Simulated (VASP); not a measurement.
# Si16Ag (a cell with a defect) in VASP: single point with LDA

Aim: the single point of Si16Ag (a cell with a defect) with LDA.

Everything below comes from runs of VASP 6.6.1. Logs are shortened: lines on timing, memory, paths and dates and some standing lists are left out, and cuts for length are marked.

## (1) The cell of the first run

The cell holds a defect, 17 atoms: a = 7.640 Å, b = 7.640 Å, c = 7.640 Å, α = 60.00°, β = 60.00°, γ = 60.00°.

## (2) Single point, LDA

INCAR

```
  PREC = Accurate
  ENCUT = 520
  EDIFF = 1E-6
  ISMEAR = 0
  SIGMA = 0.02
  LREAL = Auto
  LASPH = T
  NELM = 100
  ALGO = Normal
  ISIF = 2
  LWAVE = F
  LCHARG = T
  LELF = T
  LVHAR = T
  NELECT = 74.0
  NBANDS = 52
```

KPOINTS

```
Automatic mesh
0
Gamma
  3 3 3
```

POSCAR

```
Si16Ag
1.0
    0.0000000000      5.4019422852     -5.4019422852
    5.4019422852      5.4019422852      0.0000000000
    5.4019422852      0.0000000000     -5.4019422852
Si Ag
16 1
Direct
    0.1297680469      0.1400202853      0.1331473870
    0.1312924986      0.5969533419      0.1339180357
    0.5852871677      0.1422744745      0.1342158916
    0.6384288869      0.6497264900      0.0667687622
    0.1007313613      0.1122790596      0.6785985126
    0.1326658935      0.6287261730      0.6128181912
    0.6175141873      0.1443590025      0.6123875127
    0.6154887121      0.6266430334      0.6136615915
    0.2755176604      0.7410700242      0.2410295096
    0.2226049329      0.2340441518      0.3082183985
    0.7323337220      0.7426555650      0.2418847576
    0.7300137232      0.2870800757      0.2408006105
    0.2436736512      0.7397720651      0.7621277279
    0.2457391120      0.2569143517      0.7613882716
    0.7601457556      0.7716793849      0.6963868367
    0.7280610922      0.2548629599      0.7626119981
   -0.0698366402     -0.0577570962      0.1875361576
```

Potentials or basis: VASP PAW LDA potentials, release 64 (Si, Ag).

Launch:

```console
$ cat potpaw_LDA.64/Si/POTCAR potpaw_LDA.64/Ag/POTCAR > POTCAR
$ mpirun -np 1 vasp_std > vasp.out
```

OUTCAR:

```text
PREC = Accurate
   ENCUT = 520
   EDIFF = 1E-6
   ISMEAR = 0
   LREAL = Auto
   LASPH = T
   NELM = 100
   ISIF = 2
   NELECT = 74.0

 ion  position               nearest neighbor table
   1  0.130  0.140  0.133-  10 2.29  14 2.32  17 2.41   9 2.49  12 2.50
   2  0.131  0.597  0.134-  10 2.29  13 2.32  17 2.43   9 2.47  11 2.49
   3  0.585  0.142  0.134-  10 2.29  16 2.32  17 2.42  12 2.48  11 2.50
   4  0.638  0.650  0.067-  11 2.29  12 2.29   9 2.29  15 2.31
   5  0.101  0.112  0.679-  10 2.31  13 2.34  14 2.34  16 2.34  17 3.17
   6  0.133  0.629  0.613-   9 2.32  13 2.32  14 2.32  15 2.34
   7  0.618  0.144  0.612-  12 2.32  16 2.32  14 2.32  15 2.34
   8  0.615  0.627  0.614-  11 2.32  13 2.32  16 2.32  15 2.34
   9  0.276  0.741  0.241-   4 2.29   6 2.32  17 2.43   2 2.47   1 2.49
  10  0.223  0.234  0.308-   1 2.29   3 2.29   2 2.29   5 2.31
  11  0.732  0.743  0.242-   4 2.29   8 2.32  17 2.41   2 2.49   3 2.50
  12  0.730  0.287  0.241-   4 2.29   7 2.32  17 2.42   3 2.48   1 2.50
  13  0.244  0.740  0.762-   2 2.32   6 2.32   8 2.32   5 2.34
  14  0.246  0.257  0.761-   1 2.32   7 2.32   6 2.32   5 2.34
  15  0.760  0.772  0.696-   4 2.31   8 2.34   6 2.34   7 2.34  17 3.17
  16  0.728  0.255  0.763-   3 2.32   7 2.32   8 2.32   5 2.34
  17  0.930  0.942  0.188-   1 2.41  11 2.41  12 2.42   3 2.42   2 2.43   9 2.43  15 3.17   5 3.17

  LATTYP: Found a face centered cubic cell.
 ALAT       =    10.8038845704

  Lattice vectors:

 A1 = (   0.0000000000,   5.4019422852,  -5.4019422852)
 A2 = (   5.4019422852,   5.4019422852,   0.0000000000)
 A3 = (   5.4019422852,   0.0000000000,  -5.4019422852)

Analysis of symmetry for initial positions (statically):
=====================================================================
 Subroutine PRICEL returns:
 Original cell was already a primitive cell.

 Routine SETGRP: Setting up the symmetry group for a
 face centered cubic supercell.

 Subroutine GETGRP returns: Found  1 space group operations
 (whereof  1 operations were pure point group operations)
 out of a pool of 48 trial point group operations.

The static configuration has the point symmetry C_1 .

Analysis of symmetry for dynamics (positions and initial velocities):
=====================================================================
 Subroutine PRICEL returns:
 Original cell was already a primitive cell.

 Routine SETGRP: Setting up the symmetry group for a
 face centered cubic supercell.

 Subroutine GETGRP returns: Found  1 space group operations
 (whereof  1 operations were pure point group operations)
 out of a pool of 48 trial point group operations.

The dynamic configuration has the point symmetry C_1 .

 Subroutine INISYM returns: Found  1 space group operations
[... 127 lines left out ...]
   NELECT =      74.0000    total number of electrons
   NUPDOWN=      -1.0000    fix difference up-down
   EMIN   =  10.00;   EMAX   =-10.00  energy-range for DOS
   EFERMI =   0.00;   METHOD = LEGACY
   ISMEAR =     0;   SIGMA  =   0.02  broadening in eV -4-tet -1-fermi 0-gaus
   EFERMI_NEDOS =   21; number of points for ismear=-14 and -15
   IALGO  =     38    algorithm
   IMIX   =      4    mixing-type and parameters
     AMIX     =   0.40;   BMIX     =  1.00
     AMIX_MAG =   1.60;   BMIX_MAG =  1.00
  volume/ion in A,a.u.               =      18.55       125.15
  Fermi-wavevector in a.u.,A,eV,Ry     =   1.009854  1.908348 13.875304  1.019806
  Thomas-Fermi vector in A             =   2.142808
   LORBIT       =      0    0 simple, 1 ext, 2 COOP (PROOUT), +10 PAW based schemes
   GGA     = CA    functional components
   LHFCALC =     F    Hartree Fock is set to
   AEXX    =    0.0000 exact exchange contribution
   IVDW    =     0    specifies the selected vdW correction
   LEPSILON=     F    determine dielectric tensor
   LRPA    =     F    only Hartree local field effects (RPA)
 non-spin polarized calculation
 Gauss-broadening in eV      SIGMA  =   0.02
  energy-cutoff  :      520.00
  volume of cell :      315.27
 maximum number of plane-waves:      8492
 NGX is ok and might be reduce to    60
   NGX = 29   NGY = 29   NGZ = 29

 number of electron      74.0000000 magnetization

 Free energy of the ion-electron system (eV)
  ---------------------------------------------------
  ext. energy  EPLUGINS =         0.00000000
  ---------------------------------------------------
  free energy    TOTEN  =      -103.56231051 eV

  energy without entropy =     -103.56218100  energy(sigma->0) =     -103.56224575

 E-fermi :   6.7333     XC(G=0):  -9.9812

 val. band max:        6.7057885280   @ k =   0.0000   0.0000   0.0000
 cond. band min:       6.7606995367   @ k =   0.0000   0.0000   0.0000
 fundamental gap:      0.0549110087
 Fermi energy:         6.7333253931

 k-point     1 :       0.0000    0.0000    0.0000
  band No.  band energies     occupation
      1      -5.6990      2.00000
      2      -3.3644      2.00000
      3      -3.3208      2.00000
      4      -3.1570      2.00000
      5      -3.1411      2.00000
      6      -2.1150      2.00000
[... 717 lines left out ...]
     48       9.9638      0.00000
     49      10.0438      0.00000
 [bands above 49 left out]

------------------------ aborting loop because EDIFF is reached ----------------------------------------

  FORCE on cell =-STRESS in cart. coord.  units (eV):
  Direction    XX          YY          ZZ          XY          YZ          ZX
  --------------------------------------------------------------------------------------
  -------------------------------------------------------------------------------------
  Total       -2.8761584     -2.6566160     -2.8710651      1.0008306     -0.9917374      0.6864629
  in kB      -14.6165061    -13.5008015    -14.5906221      5.0861755     -5.0399644      3.4885734
  external PRESSURE =     -14.2359766 kB  Pullay stress =       0.0000000 kB

 VOLUME and BASIS-vectors are now :
 -----------------------------------------------------------------------------
  energy-cutoff  :      520.00
  volume of cell :      315.27
      direct lattice vectors                 reciprocal lattice vectors
     0.000000000  5.401942285 -5.401942285    -0.092559301  0.092559301 -0.092559301
     5.401942285  5.401942285  0.000000000     0.092559301  0.092559301  0.092559301
     5.401942285  0.000000000 -5.401942285     0.092559301 -0.092559301 -0.092559301

 POSITION                                       TOTAL-FORCE (eV/Angst)
 -----------------------------------------------------------------------------------
      1.47564      1.45738     -1.42025         0.012636      0.001774      0.007874
      3.94812      3.93394     -1.43265        -0.014525     -0.010668      0.004260
      1.49359      3.93025     -3.88671        -0.002916     -0.004195     -0.003751
      3.87047      6.95854     -3.80944         0.005225     -0.003569      0.006441
      4.27227      1.15067     -4.20989         0.000236      0.000163      0.004268
      6.70675      4.11300     -4.02706        -0.002841      0.002705     -0.000587
[... 9 lines left out ...]
      5.49634      5.30970     -8.05253        -0.005212      0.006306      0.002695
      6.10300     10.11463     -6.03775        -0.013062     -0.003342     -0.012698
 -----------------------------------------------------------------------------------
    total drift:                                0.003790     -0.004718      0.003655

  FREE ENERGIE OF THE ION-ELECTRON SYSTEM (eV)
  ---------------------------------------------------
  free  energy   TOTEN  =      -103.5623105072 eV

  energy  without entropy=     -103.5621809967  energy(sigma->0) =     -103.56224575
```

OSZICAR:

```text
N       E                     dE             d eps       ncg     rms          rms(c)
DAV:   1     0.201831665323E+03    0.20183E+03   -0.29406E+04  1456   0.120E+03
DAV:   2    -0.888998264855E+02   -0.29073E+03   -0.27488E+03  1684   0.193E+02
DAV:   3    -0.106654426066E+03   -0.17755E+02   -0.17457E+02  1868   0.422E+01
DAV:   4    -0.107004385158E+03   -0.34996E+00   -0.34862E+00  1840   0.708E+00
DAV:   5    -0.107012038626E+03   -0.76535E-02   -0.76459E-02  1848   0.104E+00    0.186E+01
DAV:   6    -0.104214717315E+03    0.27973E+01   -0.14797E+01  1708   0.334E+01    0.148E+01
DAV:   7    -0.103759897018E+03    0.45482E+00   -0.38043E+00  1680   0.122E+01    0.725E+00
DAV:   8    -0.103595073875E+03    0.16482E+00   -0.79701E-01  1768   0.411E+00    0.195E+00
DAV:   9    -0.103560623338E+03    0.34451E-01   -0.19413E-01  1728   0.407E+00    0.409E-01
DAV:  10    -0.103563086667E+03   -0.24633E-02   -0.34824E-02  1748   0.658E-01    0.326E-01
DAV:  11    -0.103562357714E+03    0.72895E-03   -0.67991E-03  1664   0.731E-01    0.137E-01
DAV:  12    -0.103562353430E+03    0.42837E-05   -0.12352E-03  1684   0.221E-01    0.746E-02
DAV:  13    -0.103562319933E+03    0.33497E-04   -0.86345E-05  1840   0.671E-02    0.320E-02
DAV:  14    -0.103562313380E+03    0.65526E-05   -0.30427E-05  1756   0.283E-02    0.128E-02
DAV:  15    -0.103562310681E+03    0.26994E-05   -0.65377E-06  1648   0.183E-02    0.514E-03
DAV:  16    -0.103562310507E+03    0.17362E-06   -0.17996E-06  1136   0.637E-03
   1 F= -.10356231E+03 E0= -.10356225E+03  d E =-.129510E-03
```

stdout:

```text
POSCAR found type information on POSCAR SiAg
 POSCAR found :  2 types and      17 ions
 scaLAPACK will be used
 LDA part: xc-table for (Slater(with rela. corr.)+CA(PZ))
 , standard interpolation
 POSCAR, INCAR and KPOINTS ok, starting setup
 FFT: planning ... GRIDC
 FFT: planning ... GRID_SOFT
 FFT: planning ... GRID
 WAVECAR not read
 entering main loop
 the old and the new charge density differ
 old charge density:    75.00000 new   74.00000
    0.186E+01
```

Run time: 4.3 min. Hardware: 1 thread of Intel Xeon 6975P-C (Granite Rapids), shared host; peak memory 0.42 GiB.

Results:

- Free energy: -103.5623 eV
- Largest force: 0.019 eV/Å

Forces in eV/Å, atoms in the order of the input:
```
Si   0.013  0.002  0.008
Si  -0.015 -0.011  0.004
Si  -0.003 -0.004 -0.004
Si   0.005 -0.004  0.006
Si   0.000  0.000  0.004
Si  -0.003  0.003 -0.001
Si   0.004 -0.008 -0.004
Si   0.003 -0.003 -0.001
Si   0.007  0.011 -0.013
Si   0.007  0.006  0.005
Si   0.006 -0.001  0.012
Si  -0.006  0.008 -0.005
Si  -0.002 -0.004 -0.004
Si  -0.003  0.002  0.002
Si   0.003 -0.001 -0.002
Si  -0.005  0.006  0.003
Ag  -0.013 -0.003 -0.013
```

Levels at points of the mesh, in eV from the Fermi level:
```tsv
k point	band 33	band 34	band 35	band 36	band 37	band 38	band 39	band 40	band 41	band 42
(0.00, 0.00, 0.00)	-1.13	-1.12	-0.61	-0.05	-0.03	0.03	0.07	0.43	0.45	0.90
```

Caveat: the cell carries a net charge on a neutralising background, which shifts energy and pressure; the cell is charged against a uniform background, so pressure and absolute levels hang on convention.
